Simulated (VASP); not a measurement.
# SrO (Fm-3m) in VASP: a series of runs

SrO is run at these levels: PBE+D3(BJ); tasks: single point, relaxation of cell and atoms.

Program: VASP 6.6.1. These are calculated values, not measurements. Logs are shortened: lines on timing, memory, paths and dates and some standing lists are left out, and cuts for length are marked.

## (1) The cell of the first run

Symmetry: Fm-3m, No. 225, cubic system. Conventional cell: a = 5.149 Å, b = 5.149 Å, c = 5.149 Å, α = 90.00°, β = 90.00°, γ = 90.00°. Within 3.4 Å of Sr (site symmetry m-3m) lie 6 O at 2.57 Å. Within 3.4 Å of O (site symmetry m-3m) lie 6 Sr at 2.57 Å.

## (2) Single point, PBE+D3(BJ)

INCAR reads:

```
SYSTEM = SrO
  ALGO = Normal
  EDIFF = 1E-6
  ENCUT = 520
  GGA = PE
  ISIF = 2
  ISMEAR = 0
  IVDW = 12
  LASPH = .TRUE.
  LCHARG = .FALSE.
  LREAL = .FALSE.
  LWAVE = .FALSE.
  NBANDS = 15
  NELM = 80
  PREC = Accurate
  SIGMA = 0.02
```

KPOINTS reads:

```
k-points
0
G
  8 8 8
  0 0 0
```

POSCAR reads:

```
SrO
1.0
    0.0000000000      2.5744471688      2.5744471688
    2.5744471688      0.0000000000      2.5744471688
    2.5744471688      2.5744471688      0.0000000000
Sr O
1 1
Direct
    0.0000000000      0.0000000000      0.0000000000
    0.5000000000      0.5000000000      0.5000000000
```

Potentials or basis: VASP PAW PBE potentials, release 64 (Sr_sv, O).

Started as:

```bash
> cat potpaw_PBE.64/Sr_sv/POTCAR potpaw_PBE.64/O/POTCAR > POTCAR
> mpirun -np 1 vasp_std > vasp.out
```

OUTCAR:

```text
SYSTEM = SrO
   EDIFF = 1E-6
   ENCUT = 520
   GGA = PE
   ISIF = 2
   ISMEAR = 0
   IVDW = 12
   LASPH = .TRUE.
   LREAL = .FALSE.
   NELM = 80
   PREC = Accurate
 IVDW          = 12

 ion  position               nearest neighbor table
   1  0.000  0.000  0.000-   2 2.57   2 2.57   2 2.57   2 2.57   2 2.57   2 2.57
   2  0.500  0.500  0.500-   1 2.57   1 2.57   1 2.57   1 2.57   1 2.57   1 2.57

  LATTYP: Found a face centered cubic cell.
 ALAT       =     5.1488943376

  Lattice vectors:

 A1 = (   0.0000000000,   2.5744471688,   2.5744471688)
 A2 = (   2.5744471688,   0.0000000000,   2.5744471688)
 A3 = (   2.5744471688,   2.5744471688,   0.0000000000)

Analysis of symmetry for initial positions (statically):
=====================================================================
 Subroutine PRICEL returns:
 Original cell was already a primitive cell.

 Routine SETGRP: Setting up the symmetry group for a
 face centered cubic supercell.

 Subroutine GETGRP returns: Found 48 space group operations
 (whereof 48 operations were pure point group operations)
 out of a pool of 48 trial point group operations.

The static configuration has the point symmetry O_h .

Analysis of symmetry for dynamics (positions and initial velocities):
=====================================================================
 Subroutine PRICEL returns:
 Original cell was already a primitive cell.

 Routine SETGRP: Setting up the symmetry group for a
 face centered cubic supercell.

 Subroutine GETGRP returns: Found 48 space group operations
 (whereof 48 operations were pure point group operations)
 out of a pool of 48 trial point group operations.

The dynamic configuration has the point symmetry O_h .

 Subroutine INISYM returns: Found 48 space group operations
 (whereof 48 operations are pure point group operations),
 and found     1 'primitive' translations

----------------------------------------------------------------------------------------

                                     Primitive cell

  volume of cell :      34.1257

  direct lattice vectors                    reciprocal lattice vectors
     0.000000000  2.574447169  2.574447169    -0.194216454  0.194216454  0.194216454
     2.574447169  0.000000000  2.574447169     0.194216454 -0.194216454  0.194216454
     2.574447169  2.574447169  0.000000000     0.194216454  0.194216454 -0.194216454

  length of vectors
     3.640818102  3.640818102  3.640818102     0.336392766  0.336392766  0.336392766

  position of ions in fractional coordinates (direct lattice)
     0.000000000  0.000000000  0.000000000
     0.500000000  0.500000000  0.500000000

  ion indices of the primitive-cell ions
   primitive index   ion index
                 1           1
                 2           2

----------------------------------------------------------------------------------------

 KPOINTS: k-points

Automatic generation of k-mesh.
 Grid dimensions read from file:
 generate k-points for:    8    8    8

 Generating k-lattice:

  Cartesian coordinates                     Fractional coordinates (reciprocal lattice)
    -0.024277057  0.024277057  0.024277057     0.125000000  0.000000000  0.000000000
     0.024277057 -0.024277057  0.024277057     0.000000000  0.125000000  0.000000000
     0.024277057  0.024277057 -0.024277057     0.000000000  0.000000000  0.125000000

  Length of vectors
     0.042049096  0.042049096  0.042049096

  Shift w.r.t. Gamma in fractional coordinates (k-lattice)
     0.000000000  0.000000000  0.000000000

 Subroutine IBZKPT returns following result:
 ===========================================

 Found     29 irreducible k-points:

 Following reciprocal coordinates:
            Coordinates               Weight
  0.000000  0.000000  0.000000      1.000000
  0.125000  0.000000  0.000000      8.000000
  0.250000  0.000000  0.000000      8.000000
  0.375000  0.000000  0.000000      8.000000
  0.500000  0.000000  0.000000      4.000000
  0.125000  0.125000  0.000000      6.000000
[... 16 lines left out ...]
  0.500000  0.250000  0.125000     48.000000
 -0.375000  0.250000  0.125000     24.000000
 [... further k-points ...]
   k-points           NKPTS =     29   k-points in BZ     NKDIM =     29   number of bands    NBANDS=     15
   number of dos      NEDOS =    301   number of ions     NIONS =      2
   total plane-waves  NPLWV =  21952
   dimension x,y,z NGX =    28 NGY =   28 NGZ =   28
   dimension x,y,z NGXF=    56 NGYF=   56 NGZF=   56
   ions per type =               1   1
   NGX,Y,Z   is equivalent  to a cutoff of  12.79, 12.79, 12.79 a.u.
   NGXF,Y,Z  is equivalent  to a cutoff of  25.57, 25.57, 25.57 a.u.
 SYSTEM =  SrO
   PREC   = accura    normal or accurate (medium, high low for compatibility)
   ISTART =      0    job   : 0-new  1-cont  2-samecut
   ICHARG =      2    charge: 1-file 2-atom 10-const
   ISPIN  =      1    spin polarized calculation?
   LNONCOLLINEAR =      F non collinear calculations
   LSORBIT =      F    spin-orbit coupling
   LASPH  =      T    aspherical Exc in radial PAW
   ENCUT  =  520.0 eV  38.22 Ry    6.18 a.u.   6.77  6.77  6.77*2*pi/ulx,y,z
   NELM   =     80;   NELMIN=  2; NELMDL= -5     # of ELM steps
   EDIFF  = 0.1E-05   stopping-criterion for ELM
   LREAL  =      F    real-space projection
   EDIFFG = 0.1E-04   stopping-criterion for IOM
   NSW    =      0    number of steps for IOM
   IBRION =     -1    ionic relax: 0-MD 1-quasi-New 2-CG
   NFREE  =      0    steps in history (QN), initial steepest desc. (CG)
   ISIF   =      2    stress and relaxation
   ISYM   =      2    0-nonsym 1-usesym 2-fastsym
   POTIM  = 0.5000    time-step for ionic-motion
   TEBEG  =    0.0;   TEEND  =   0.0 temperature during run
   PSTRESS=    0.0 pullay stress
   NELECT =      16.0000    total number of electrons
   NUPDOWN=      -1.0000    fix difference up-down
   EMIN   =  10.00;   EMAX   =-10.00  energy-range for DOS
   EFERMI =   0.00;   METHOD = LEGACY
   ISMEAR =     0;   SIGMA  =   0.02  broadening in eV -4-tet -1-fermi 0-gaus
   EFERMI_NEDOS =   21; number of points for ismear=-14 and -15
   IALGO  =     38    algorithm
   IMIX   =      4    mixing-type and parameters
     AMIX     =   0.40;   BMIX     =  1.00
     AMIX_MAG =   1.60;   BMIX_MAG =  1.00
  volume/ion in A,a.u.               =      17.06       115.15
  Fermi-wavevector in a.u.,A,eV,Ry     =   1.271806  2.403365 22.007292  1.617490
  Thomas-Fermi vector in A             =   2.404719
   LORBIT       =      0    0 simple, 1 ext, 2 COOP (PROOUT), +10 PAW based schemes
   GGA     = PE    functional components
   LHFCALC =     F    Hartree Fock is set to
   AEXX    =    0.0000 exact exchange contribution
   IVDW    =    12    specifies the selected vdW correction
   LEPSILON=     F    determine dielectric tensor
   LRPA    =     F    only Hartree local field effects (RPA)
 non-spin polarized calculation
 Gauss-broadening in eV      SIGMA  =   0.02
  energy-cutoff  :      520.00
  volume of cell :       34.13
 maximum number of plane-waves:       941
   NGX = 13   NGY = 13   NGZ = 13

 number of electron      15.9999997 magnetization

 Free energy of the ion-electron system (eV)
  ---------------------------------------------------
  ext. energy  EPLUGINS =         0.00000000
  ---------------------------------------------------
  free energy    TOTEN  =       -12.04418417 eV

  energy without entropy =      -12.04418417  energy(sigma->0) =      -12.04418417

 E-fermi :   1.8435     XC(G=0): -10.0075

 val. band max:        1.6443035411   @ k =   0.0000   0.0000   0.0000
 cond. band min:       4.9113616144   @ k =   0.5000   0.5000   0.0000
 fundamental gap:      3.2670580733
 Fermi energy:         1.8434751534

 k-point     1 :       0.0000    0.0000    0.0000
  band No.  band energies     occupation
      1     -30.7586      2.00000
      2     -13.4412      2.00000
      3     -12.4007      2.00000
      4     -12.4007      2.00000
      5     -12.4007      2.00000
      6       1.6443      2.00000
      7       1.6443      2.00000
      8       1.6443      2.00000
      9       5.5987      0.00000
     10       7.8462      0.00000
     11       7.8462      0.00000
     12       7.8462      0.00000
     13      10.0043      0.00000
     14      10.0043      0.00000
     15      14.3360      0.00000

 k-point     2 :       0.1250    0.0000    0.0000
  band No.  band energies     occupation
      1     -30.7391      2.00000
      2     -13.8093      2.00000
      3     -12.4128      2.00000
      4     -12.4128      2.00000
      5     -12.0806      2.00000
      6       1.1932      2.00000
      7       1.4486      2.00000
      8       1.4487      2.00000
      9       6.2944      0.00000
     10       7.6978      0.00000
     11       8.1504      0.00000
     12       8.1504      0.00000
     13      10.4087      0.00000
     14      10.4087      0.00000
     15      15.3262      0.00000

 k-point     3 :       0.2500    0.0000    0.0000
  band No.  band energies     occupation
      1     -30.6914      2.00000
      2     -14.3790      2.00000
      3     -12.4417      2.00000
      4     -12.4417      2.00000
      5     -11.6278      2.00000
      6       0.3714      2.00000
      7       1.0262      2.00000
      8       1.0262      2.00000
      9       7.6162      0.00000
     10       7.8447      0.00000
     11       8.9756      0.00000
     12       8.9756      0.00000
     13      11.4204      0.00000
     14      11.4204      0.00000
     15      17.2979      0.00000

 k-point     4 :       0.3750    0.0000    0.0000
  band No.  band energies     occupation
      1     -30.6430      2.00000
      2     -14.8032      2.00000
      3     -12.4700      2.00000
      4     -12.4700      2.00000
      5     -11.3207      2.00000
      6      -0.2778      2.00000
      7       0.6562      2.00000
      8       0.6562      2.00000
      9       7.9478      0.00000
     10       9.3580      0.00000
     11       9.9807      0.00000
     12       9.9807      0.00000
     13      12.6781      0.00000
     14      12.6781      0.00000
     15      17.0927      0.00000
[... 307 lines left out ...]
 k-point    22 :       0.3750    0.2500    0.1250
  band No.  band energies     occupation
      1     -30.6567      2.00000
      2     -14.4025      2.00000
      3     -12.6561      2.00000
      4     -12.5002      2.00000
      5     -11.6684      2.00000
      6       0.1845      2.00000
      7       0.9508      2.00000
      8       1.3678      2.00000
      9       6.6976      0.00000
     10       8.1592      0.00000
     11       9.8479      0.00000
     12      10.1963      0.00000
     13      11.5796      0.00000
     14      12.3879      0.00000
     15      18.1516      0.00000

 k-point    23 :       0.5000    0.2500    0.1250
  band No.  band energies     occupation
      1     -30.6184      2.00000
      2     -14.5716      2.00000
      3     -12.7604      2.00000
      4     -12.5728      2.00000
      5     -11.5956      2.00000
      6       0.1112      2.00000
      7       0.7158      2.00000
      8       1.1236      2.00000
      9       7.1990      0.00000
     10       8.8024      0.00000
     11      10.5208      0.00000
     12      10.6940      0.00000
     13      12.6746      0.00000
     14      13.6361      0.00000
     15      15.8947      0.00000

 k-point    24 :      -0.3750    0.2500    0.1250
  band No.  band energies     occupation
      1     -30.6024      2.00000
      2     -14.6386      2.00000
      3     -12.7830      2.00000
      4     -12.6262      2.00000
      5     -11.5662      2.00000
      6       0.0749      2.00000
      7       0.7836      2.00000
      8       0.8595      2.00000
      9       7.9972      0.00000
     10       8.3610      0.00000
     11      10.9144      0.00000
     12      11.1109      0.00000
     13      13.1953      0.00000
     14      14.5256      0.00000
     15      14.9475      0.00000

 [... further k-points ...]

------------------------ aborting loop because EDIFF is reached ----------------------------------------

 Edisp (eV)   -0.48945

 E8    (eV) :    -0.2386

  FORCE on cell =-STRESS in cart. coord.  units (eV):
  Direction    XX          YY          ZZ          XY          YZ          ZX
  --------------------------------------------------------------------------------------
  -------------------------------------------------------------------------------------
  Total       0.12652     0.12652     0.12652     0.00000     0.00000    -0.00000
  in kB       5.93999     5.93999     5.93999     0.00000     0.00000    -0.00000
  external pressure =        5.94 kB  Pullay stress =        0.00 kB

 VOLUME and BASIS-vectors are now :
 -----------------------------------------------------------------------------
  energy-cutoff  :      520.00
  volume of cell :       34.13
      direct lattice vectors                 reciprocal lattice vectors
     0.000000000  2.574447169  2.574447169    -0.194216454  0.194216454  0.194216454
     2.574447169  0.000000000  2.574447169     0.194216454 -0.194216454  0.194216454
     2.574447169  2.574447169  0.000000000     0.194216454  0.194216454 -0.194216454

 POSITION                                       TOTAL-FORCE (eV/Angst)
 -----------------------------------------------------------------------------------
      0.00000      0.00000      0.00000         0.000000      0.000000      0.000000
      2.57445      2.57445      2.57445        -0.000000     -0.000000     -0.000000
 -----------------------------------------------------------------------------------
    total drift:                                0.000000      0.000000      0.000000

  FREE ENERGIE OF THE ION-ELECTRON SYSTEM (eV)
  ---------------------------------------------------
  free  energy   TOTEN  =       -12.5336345549 eV

  energy  without entropy=      -12.5336345549  energy(sigma->0) =      -12.53363455
```

Run time: 13 s. Hardware: 1 thread of Intel Xeon Platinum 8488C (Sapphire Rapids), shared host; peak memory 0.17 GiB.

What came out:

```
Free energy                : -12.5336 eV
Pressure                   : 0.6 GPa
Band gap on the k mesh     : 3.27 eV, indirect (least direct gap 3.36 eV)
Dispersion energy per atom : -0.245 eV
```

## (3) Relaxation of cell and atoms, PBE+D3(BJ)

This run uses another cell than the first one, of 16.97 Å³/atom, 0.995 times its volume.

INCAR reads:

```
SYSTEM = SrO
ALGO = Normal
EDIFF = 1E-6
EDIFFG = -0.005
ENCUT = 600
GGA = PE
IBRION = 2
ISIF = 3
ISMEAR = 0
IVDW = 12
LASPH = .TRUE.
LCHARG = .FALSE.
LREAL = .FALSE.
LWAVE = .FALSE.
NELM = 60
NSW = 100
PREC = Accurate
SIGMA = 0.02
```

KPOINTS is that of step 2.

POSCAR reads:

```
SrO
1.0
    0.0000000000      2.5698000000      2.5698000000
    2.5698000000      0.0000000000      2.5698000000
    2.5698000000      2.5698000000      0.0000000000
Sr O
1 1
Direct
    0.0000000000      0.0000000000      0.0000000000
    0.5000000000      0.5000000000      0.5000000000
```

Potentials or basis: VASP PAW PBE potentials, release 64 (Sr_sv, O).

Started as:

```bash
> cat potpaw_PBE.64/Sr_sv/POTCAR potpaw_PBE.64/O/POTCAR > POTCAR
> mpirun -np 1 vasp_std > vasp.out
```

It took 30 s on 1 thread of Intel Xeon Platinum 8488C (Sapphire Rapids), shared host; peak memory 0.19 GiB.

Results (log left out):

* Free energy: -12.5354 eV
* Relaxed volume: 17.16 Å³/atom
* Relaxed cell: a = 3.648 Å, b = 3.648 Å, c = 3.648 Å, α = 60.00°, β = 60.00°, γ = 60.00°
* Space group after relaxing (to 0.05 Å): Fm-3m (No. 225)
* Energy gained by relaxing: 0.6 meV/atom
* Ionic steps: 3
* Pressure after relaxing: 0.0 GPa
* Band gap on the k mesh: 3.27 eV, indirect (least direct gap 3.37 eV)
* Dispersion energy per atom: -0.243 eV

Step by step:
```
step  energy change (eV)  largest force (eV/Å)  pressure (GPa)  volume (Å³)
   1              0.0000                0.0000            1.01        33.94
   2             -0.0010                0.0000           -0.40        34.47
   3             -0.0012                0.0000            0.01        34.31
```

Final structure:
```yaml
crystal:
  lattice:
    - [0.00000, 2.57919, 2.57919]
    - [2.57919, 0.00000, 2.57919]
    - [2.57919, 2.57919, 0.00000]
  atoms:
    - { symbol: Sr, position: [0.00000, 0.00000, 0.00000] }
    - { symbol: O, position: [0.50000, 0.50000, 0.50000] }
```

Levels at points of the mesh, in eV from the valence-band top:
```
           k point  band 5  band 6  band 7  band 8  band 9  band 10  band 11  band 12
(0.00, 0.00, 0.00)  -14.07    0.00    0.00    0.00    3.92     6.19     6.19     6.19
(0.50, 0.00, 0.00)  -12.89   -2.15   -1.12   -1.12    6.51     8.38     8.79     8.79
(0.50, 0.50, 0.00)  -14.42   -0.45   -0.09   -0.09    3.27     7.73    10.11    10.30
```

## (4) Single point, PBE+D3(BJ)

This run uses another cell than the first one, of 16.97 Å³/atom, 0.995 times its volume.

INCAR reads:

```
SYSTEM = SrO
ALGO = Normal ; EDIFF = 1E-6
ENCUT = 600 ; GGA = PE
GGA_COMPAT = .FALSE. ; ISIF = 2
ISMEAR = 0 ; IVDW = 12
LASPH = .TRUE. ; LCHARG = .FALSE.
LREAL = .FALSE. ; LWAVE = .FALSE.
NBANDS = 15 ; NELM = 120
PREC = Accurate ; SIGMA = 0.1
```

KPOINTS reads:

```
k-points
0
G
  6 6 6
  0 0 0
```

POSCAR is that of step 3.

Started as:

```bash
> cat potpaw_PBE.64/Sr_sv/POTCAR potpaw_PBE.64/O/POTCAR > POTCAR
> mpirun -np 1 vasp_std > vasp.out
```

Wall time 20 s (1 thread of Intel Xeon 8259CL, shared host); peak memory 0.18 GiB.

It converged, with:

- Free energy: -12.5341 eV
- Pressure: 1.0 GPa
- Band gap on the k mesh: 3.26 eV, indirect (least direct gap 3.35 eV)
- Dispersion energy per atom: -0.246 eV

Levels at points of the mesh, in eV from the valence-band top:
| k point | band 5 | band 6 | band 7 | band 8 | band 9 | band 10 | band 11 | band 12 |
| --- | --- | --- | --- | --- | --- | --- | --- | --- |
| (0.00, 0.00, 0.00) | -14.02 | 0.00 | 0.00 | 0.00 | 3.99 | 6.21 | 6.21 | 6.21 |
| (0.50, 0.00, 0.00) | -12.83 | -2.17 | -1.14 | -1.14 | 6.56 | 8.47 | 8.86 | 8.86 |
| (0.50, 0.50, 0.00) | -14.39 | -0.43 | -0.09 | -0.09 | 3.26 | 7.81 | 10.18 | 10.40 |

A k mesh can miss the band edges.

## (5) The runs side by side

```csv
task,cell,k mesh,cutoff (eV),smearing,gap on the mesh (eV),pressure (GPa)
single point,"a = 3.641 Å, angles 60.0°, 2 atoms",8 × 8 × 8,520,gaussian 0.02 eV,3.27,0.6
relaxation of cell and atoms,"relaxed from a = 3.634 Å, angles 60.0°, 2 atoms",8 × 8 × 8,600,gaussian 0.02 eV,3.27,0.0
single point,"a = 3.634 Å, angles 60.0°, 2 atoms",6 × 6 × 6,600,gaussian 0.1 eV,3.26,1.0
```

Alike in all rows: level PBE+D3(BJ); potentials or basis VASP PAW PBE potentials, release 64 (Sr_sv, O); no spin polarisation.

Total energies depend on the potentials used, so only differences within one code and one set of settings carry meaning.
